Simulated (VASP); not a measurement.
# SnO (Cmce) in VASP: single point with PBE+D3(BJ)

Aim: the single point of SnO with PBE+D3(BJ).

Program: VASP 6.6.1. These are calculated values, not measurements. Logs are shortened: lines on timing, memory, paths and dates and some standing lists are left out, and cuts for length are marked.

## Step 1: The cell of the first run

The typed cell holds 8 atoms: a = 3.836 Å, b = 3.836 Å, c = 9.518 Å, α = 90.00°, β = 90.00°, γ = 90.00°.

## Step 2: Single point, PBE+D3(BJ)

INCAR reads:

```
SYSTEM = SnO
PREC     = Accurate       ! precision mode
ENCUT    = 910            ! plane-wave cutoff, eV
EDIFF    = 1E-6           ! SCF threshold, eV
ISMEAR   = 0              ! smearing method
SIGMA    = 0.1            ! smearing width, eV
LREAL    = .FALSE.        ! projectors in reciprocal space
LASPH    = .TRUE.         ! aspherical terms in the spheres
NELM     = 120            ! most SCF steps
ALGO     = Normal         ! electronic algorithm
ISIF     = 2              ! what is computed and relaxed
LWAVE    = .FALSE.        ! write WAVECAR
LCHARG   = .TRUE.         ! write CHGCAR
GGA      = PE             ! functional
IVDW     = 12             ! dispersion correction
LELF     = .TRUE.         ! ELF
LVHAR    = .TRUE.       
NBANDS   = 50             ! bands
GGA_COMPAT= .FALSE.
```

KPOINTS reads:

```
regular mesh
0
G
  10 10 4
  0 0 0
```

POSCAR reads:

```
SnO
1.0
    2.7125065974     -2.7124990665      0.0000000000
    2.7125065974      2.7124990665      0.0000000000
    0.0000000000      0.0000000000      9.5178538017
Sn O
4 4
Direct
   -0.0001097493      0.0001097493      0.0002320380
    0.0001097493     -0.0001097493      0.5002320380
    0.5001270450      0.4998729550      0.2567722396
    0.4998729550      0.5001270450      0.7567722396
    1.0001763238      0.4998146403      0.3784978612
   -0.0001763238      0.5001853597      0.8784978612
    0.5001853597     -0.0001763238      0.3784978612
    0.4998146403      1.0001763238      0.8784978612
```

Potentials or basis: VASP PAW PBE potentials, release 64 (Sn_d, O_h).

Command:

```console
cat potpaw_PBE.64/Sn_d/POTCAR potpaw_PBE.64/O_h/POTCAR > POTCAR
mpirun -np 1 vasp_std > vasp.out
```

OUTCAR:

```text
SYSTEM = SnO
   PREC = Accurate
   ENCUT = 910
   EDIFF = 1E-6
   ISMEAR = 0
   LREAL = .FALSE.
   LASPH = .TRUE.
   NELM = 120
   ISIF = 2
   GGA = PE
   IVDW = 12
 IVDW          = 12

 ion  position               nearest neighbor table
   1  1.000  0.000  0.000-   6 2.24   8 2.24   6 2.24   8 2.24   4 3.57   4 3.57   4 3.57   4 3.57
                             3 3.65   3 3.65   3 3.65   3 3.65
   2  0.000  1.000  0.500-   5 2.24   7 2.24   7 2.24   5 2.24   3 3.57   3 3.57   3 3.57   3 3.57
                             4 3.65   4 3.65   4 3.65   4 3.65
   3  0.500  0.500  0.257-   5 2.24   7 2.24   5 2.24   7 2.24   2 3.57   2 3.57   2 3.57   2 3.57
                             1 3.65   1 3.65   1 3.65   1 3.65
   4  0.500  0.500  0.757-   6 2.24   8 2.24   8 2.24   6 2.24   1 3.57   1 3.57   1 3.57   1 3.57
                             2 3.65   2 3.65   2 3.65   2 3.65
   5  0.000  0.500  0.378-   2 2.24   3 2.24   3 2.24   2 2.24
   6  1.000  0.500  0.878-   1 2.24   4 2.24   4 2.24   1 2.24
   7  0.500  1.000  0.378-   2 2.24   3 2.24   3 2.24   2 2.24
   8  0.500  0.000  0.878-   1 2.24   4 2.24   4 2.24   1 2.24

  LATTYP: Found a simple tetragonal cell.
 ALAT       =     3.8360582929
 C/A-ratio  =     2.4811546319

  Lattice vectors:

 A1 = (   2.7125065974,  -2.7124990665,   0.0000000000)
 A2 = (   2.7125065974,   2.7124990665,   0.0000000000)
 A3 = (   0.0000000000,   0.0000000000,   9.5178538017)

Analysis of symmetry for initial positions (statically):
=====================================================================
 Subroutine PRICEL returns:
 Original cell was already a primitive cell.

 Routine SETGRP: Setting up the symmetry group for a
 simple tetragonal supercell.

 Subroutine GETGRP returns: Found  4 space group operations
 (whereof  2 operations were pure point group operations)
 out of a pool of 16 trial point group operations.

The static configuration has the point symmetry C_1h.
 The point group associated with its full space group is C_2v.

Analysis of symmetry for dynamics (positions and initial velocities):
=====================================================================
 Subroutine PRICEL returns:
 Original cell was already a primitive cell.

 Routine SETGRP: Setting up the symmetry group for a
 simple tetragonal supercell.

 Subroutine GETGRP returns: Found  4 space group operations
 (whereof  2 operations were pure point group operations)
 out of a pool of 16 trial point group operations.

The dynamic configuration has the point symmetry C_1h.
 The point group associated with its full space group is C_2v.

 Subroutine INISYM returns: Found  4 space group operations
 (whereof  2 operations are pure point group operations),
 and found     1 'primitive' translations

----------------------------------------------------------------------------------------

                                     Primitive cell

  volume of cell :     140.0585

  direct lattice vectors                    reciprocal lattice vectors
     2.712506597 -2.712499066  0.000000000     0.184331349 -0.184331861  0.000000000
     2.712506597  2.712499066  0.000000000     0.184331349  0.184331861  0.000000000
     0.000000000  0.000000000  9.517853802     0.000000000  0.000000000  0.105065703

  length of vectors
     3.836058293  3.836058293  9.517853802     0.260684255  0.260684255  0.105065703

  position of ions in fractional coordinates (direct lattice)
     0.999890251  0.000109749  0.000232038
     0.000109749  0.999890251  0.500232038
     0.500127045  0.499872955  0.256772240
     0.499872955  0.500127045  0.756772240
     0.000176324  0.499814640  0.378497861
     0.999823676  0.500185360  0.878497861
     0.500185360  0.999823676  0.378497861
     0.499814640  0.000176324  0.878497861

  ion indices of the primitive-cell ions
   primitive index   ion index
                 1           1
                 2           2
                 3           3
                 4           4
                 5           5
                 6           6
                 7           7
                 8           8

----------------------------------------------------------------------------------------

 KPOINTS: regular mesh

Automatic generation of k-mesh.
 Grid dimensions read from file:
 generate k-points for:   10   10    4

 Generating k-lattice:

  Cartesian coordinates                     Fractional coordinates (reciprocal lattice)
     0.018433135 -0.018433186  0.000000000     0.100000000 -0.000000000  0.000000000
     0.018433135  0.018433186  0.000000000    -0.000000000  0.100000000  0.000000000
     0.000000000  0.000000000  0.026266426     0.000000000  0.000000000  0.250000000

  Length of vectors
     0.026068426  0.026068426  0.026266426

  Shift w.r.t. Gamma in fractional coordinates (k-lattice)
     0.000000000  0.000000000  0.000000000

 Subroutine IBZKPT returns following result:
 ===========================================

 Found     93 irreducible k-points:

 Following reciprocal coordinates:
            Coordinates               Weight
  0.000000  0.000000  0.000000      1.000000
  0.100000  0.000000  0.000000      4.000000
  0.200000  0.000000  0.000000      4.000000
  0.300000 -0.000000  0.000000      4.000000
  0.400000 -0.000000  0.000000      4.000000
  0.500000 -0.000000  0.000000      2.000000
[... 16 lines left out ...]
  0.300000  0.300000  0.000000      2.000000
 -0.300000  0.300000  0.000000      2.000000
 [... further k-points ...]
   k-points           NKPTS =     93   k-points in BZ     NKDIM =     93   number of bands    NBANDS=     50
   number of dos      NEDOS =    301   number of ions     NIONS =      8
   total plane-waves  NPLWV = 153600
   dimension x,y,z NGX =    40 NGY =   40 NGZ =   96
   dimension x,y,z NGXF=    80 NGYF=   80 NGZF=  192
   ions per type =               4   4
   NGX,Y,Z   is equivalent  to a cutoff of  17.34, 17.34, 16.77 a.u.
   NGXF,Y,Z  is equivalent  to a cutoff of  34.67, 34.67, 33.54 a.u.
 SYSTEM =  SnO
   PREC   = accura    normal or accurate (medium, high low for compatibility)
   ISTART =      0    job   : 0-new  1-cont  2-samecut
   ICHARG =      2    charge: 1-file 2-atom 10-const
   ISPIN  =      1    spin polarized calculation?
   LNONCOLLINEAR =      F non collinear calculations
   LSORBIT =      F    spin-orbit coupling
   LASPH  =      T    aspherical Exc in radial PAW
   ENCUT  =  910.0 eV  66.88 Ry    8.18 a.u.   9.44  9.44 23.41*2*pi/ulx,y,z
   NELM   =    120;   NELMIN=  2; NELMDL= -5     # of ELM steps
   EDIFF  = 0.1E-05   stopping-criterion for ELM
   LREAL  =      F    real-space projection
   EDIFFG = 0.1E-04   stopping-criterion for IOM
   NSW    =      0    number of steps for IOM
   IBRION =     -1    ionic relax: 0-MD 1-quasi-New 2-CG
   NFREE  =      0    steps in history (QN), initial steepest desc. (CG)
   ISIF   =      2    stress and relaxation
   ISYM   =      2    0-nonsym 1-usesym 2-fastsym
   POTIM  = 0.5000    time-step for ionic-motion
   TEBEG  =    0.0;   TEEND  =   0.0 temperature during run
   PSTRESS=    0.0 pullay stress
   NELECT =      80.0000    total number of electrons
   NUPDOWN=      -1.0000    fix difference up-down
   EMIN   =  10.00;   EMAX   =-10.00  energy-range for DOS
   EFERMI =   0.00;   METHOD = LEGACY
   ISMEAR =     0;   SIGMA  =   0.10  broadening in eV -4-tet -1-fermi 0-gaus
   EFERMI_NEDOS =   21; number of points for ismear=-14 and -15
   IALGO  =     38    algorithm
   IMIX   =      4    mixing-type and parameters
     AMIX     =   0.40;   BMIX     =  1.00
     AMIX_MAG =   1.60;   BMIX_MAG =  1.00
  volume/ion in A,a.u.               =      17.51       118.15
  Fermi-wavevector in a.u.,A,eV,Ry     =   1.358319  2.566850 25.103154  1.845030
  Thomas-Fermi vector in A             =   2.485162
   LORBIT       =      0    0 simple, 1 ext, 2 COOP (PROOUT), +10 PAW based schemes
   GGA     = PE    functional components
   LHFCALC =     F    Hartree Fock is set to
   AEXX    =    0.0000 exact exchange contribution
   IVDW    =    12    specifies the selected vdW correction
   LEPSILON=     F    determine dielectric tensor
   LRPA    =     F    only Hartree local field effects (RPA)
 non-spin polarized calculation
 Gauss-broadening in eV      SIGMA  =   0.10
  energy-cutoff  :      910.00
  volume of cell :      140.06
 maximum number of plane-waves:      8766
 NGX is ok and might be reduce to    40
   NGX = 19   NGY = 19   NGZ = 47

 number of electron      79.9999986 magnetization

 Free energy of the ion-electron system (eV)
  ---------------------------------------------------
  ext. energy  EPLUGINS =         0.00000000
  ---------------------------------------------------
  free energy    TOTEN  =       -45.40574879 eV

  energy without entropy =      -45.40461404  energy(sigma->0) =      -45.40518142

 E-fermi :   7.3833     XC(G=0): -10.2823

 val. band max:        7.3210479901   @ k =   0.5000   0.5000   0.0000
 cond. band min:       7.5707377487   @ k =   0.5000   0.5000   0.2500
 fundamental gap:      0.2496897586
 Fermi energy:         7.3833217822

 k-point     1 :       0.0000    0.0000    0.0000
  band No.  band energies     occupation
      1     -14.6073      2.00000
      2     -14.5863      2.00000
      3     -14.2258      2.00000
      4     -14.2142      2.00000
      5     -14.2142      2.00000
      6     -14.2049      2.00000
[... 42 lines left out ...]
     49      13.1872      0.00000
     50      13.1872      0.00000

 k-point     2 :       0.1000    0.0000    0.0000
  band No.  band energies     occupation
      1     -14.6015      2.00000
      2     -14.5829      2.00000
      3     -14.2252      2.00000
      4     -14.2125      2.00000
      5     -14.2115      2.00000
      6     -14.2036      2.00000
[... 42 lines left out ...]
     49      12.9396      0.00000
     50      13.2341      0.00000

 k-point     3 :       0.2000    0.0000    0.0000
  band No.  band energies     occupation
      1     -14.5852      2.00000
      2     -14.5730      2.00000
      3     -14.2724      2.00000
      4     -14.2365      2.00000
      5     -14.2069      2.00000
      6     -14.2039      2.00000
[... 42 lines left out ...]
     49      12.7388      0.00000
     50      13.3477      0.00000

 k-point     4 :       0.3000   -0.0000    0.0000
  band No.  band energies     occupation
      1     -14.5595      2.00000
      2     -14.5570      2.00000
      3     -14.3577      2.00000
      4     -14.3233      2.00000
      5     -14.2068      2.00000
      6     -14.1978      2.00000
[... 999 lines left out ...]
 k-point    23 :       0.3000    0.3000    0.0000
  band No.  band energies     occupation
      1     -14.5532      2.00000
      2     -14.5401      2.00000
      3     -14.4361      2.00000
      4     -14.4321      2.00000
      5     -14.1990      2.00000
      6     -14.1975      2.00000
[... 42 lines left out ...]
     49      12.9197      0.00000
     50      14.2030      0.00000

 k-point    24 :      -0.3000    0.3000    0.0000
  band No.  band energies     occupation
      1     -14.5532      2.00000
      2     -14.5401      2.00000
      3     -14.4361      2.00000
      4     -14.4321      2.00000
      5     -14.1990      2.00000
      6     -14.1975      2.00000
[... 42 lines left out ...]
     49      12.9198      0.00000
     50      14.1875      0.00000

 [... further k-points ...]

------------------------ aborting loop because EDIFF is reached ----------------------------------------

 Edisp (eV)   -1.87978

 E8    (eV) :    -0.8157

  FORCE on cell =-STRESS in cart. coord.  units (eV):
  Direction    XX          YY          ZZ          XY          YZ          ZX
  --------------------------------------------------------------------------------------
  -------------------------------------------------------------------------------------
  Total       0.08198     0.07228     0.08266     0.00000     0.00000     0.00000
  in kB       0.93785     0.82684     0.94556     0.00000     0.00000     0.00000
  external pressure =        0.90 kB  Pullay stress =        0.00 kB

 VOLUME and BASIS-vectors are now :
 -----------------------------------------------------------------------------
  energy-cutoff  :      910.00
  volume of cell :      140.06
      direct lattice vectors                 reciprocal lattice vectors
     2.712506597 -2.712499066  0.000000000     0.184331349 -0.184331861  0.000000000
     2.712506597  2.712499066  0.000000000     0.184331349  0.184331861  0.000000000
     0.000000000  0.000000000  9.517853802     0.000000000  0.000000000  0.105065703

 POSITION                                       TOTAL-FORCE (eV/Angst)
 -----------------------------------------------------------------------------------
      2.71251     -2.71190      0.00221         0.000000      0.000954      0.075531
      2.71251      2.71190      4.76114         0.000000     -0.000954      0.075531
      2.71251     -0.00069      2.44392         0.000000     -0.000386     -0.077287
      2.71251      0.00069      7.20285         0.000000      0.000386     -0.077287
      1.35623      1.35527      3.60249         0.000357      0.001570      0.000878
      4.06878     -1.35527      8.36141        -0.000357     -0.001570      0.000878
      4.06878      1.35527      3.60249        -0.000357      0.001570      0.000878
      1.35623     -1.35527      8.36141         0.000357     -0.001570      0.000878
 -----------------------------------------------------------------------------------
    total drift:                                0.000000     -0.000000      0.005246

  FREE ENERGIE OF THE ION-ELECTRON SYSTEM (eV)
  ---------------------------------------------------
  free  energy   TOTEN  =       -47.2855241712 eV

  energy  without entropy=      -47.2843894251  energy(sigma->0) =      -47.28495680
```

It took 13 min on 1 thread of Intel Xeon 6975P-C (Granite Rapids), shared host; peak memory 1.2 GiB.

Results:

| Property | Result |
| --- | --- |
| Free energy | -47.2855 eV |
| Pressure | 0.1 GPa |
| Largest force | 0.077 eV/Å |
| Band gap on the k mesh | zero (filled and empty bands touch) |
| Dispersion energy per atom | -0.235 eV |

Forces in eV/Å, atoms in the order of the input:
```
Sn   0.000  0.001  0.076
Sn   0.000 -0.001  0.076
Sn   0.000  0.000 -0.077
Sn   0.000  0.000 -0.077
O    0.000  0.002  0.001
O    0.000 -0.002  0.001
O    0.000  0.002  0.001
O    0.000 -0.002  0.001
```

Caveat: the cutoff is under 1.25 times the usual one of these potentials, so pressure, stress and relaxed cells hold a basis-set (Pulay) error; semilocal functionals underestimate gaps, so a narrow gap can read as zero; spin-orbit coupling is left out, which moves the levels of the heavy elements.
